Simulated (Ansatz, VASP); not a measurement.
## Pd in VASP and in Ansatz

```
CELL_PARAMETERS angstrom
2.68057 0.00000 0.00000
-1.34028 2.32144 0.00000
0.00000 0.00000 4.51093
ATOMIC_POSITIONS crystal
Pd 0.33333 0.66667 0.25000
Pd 0.66667 0.33333 0.75000
```

Alike in both runs: task single point; functional PBEsol; k mesh 15 × 15 × 8; occupations fermi-dirac, width 0.05 eV; collinear spin.

```csv
,VASP,Ansatz
version,VASP 6.6.1,Ansatz 0.2.0
potentials or method,"VASP PAW PBE potentials, release 64 (Pd), cutoff 520 eV","plane waves (420 eV) with PAW, scalar-relativistic"
valence electrons in the cell,20,36
```

```csv
,VASP,Ansatz,Ansatz less VASP
pressure (GPa),8.8,9.2,+0.43
"traceless stress, the component that is largest in VASP (GPa)",-0.68,-0.64,+0.044
net moment per atom (μB),0.00,0.00,0.000
```

VASP's potentials were made for PBE, not for PBEsol, and Ansatz warns of the same on its side. The functional is the same, so the differences come from potentials, cutoffs and numerics. VASP's potentials hold 20 valence electrons a cell and Ansatz's 36, so a difference there can come from the potentials and not from the codes. Ansatz's warnings: seeded moment not kept.
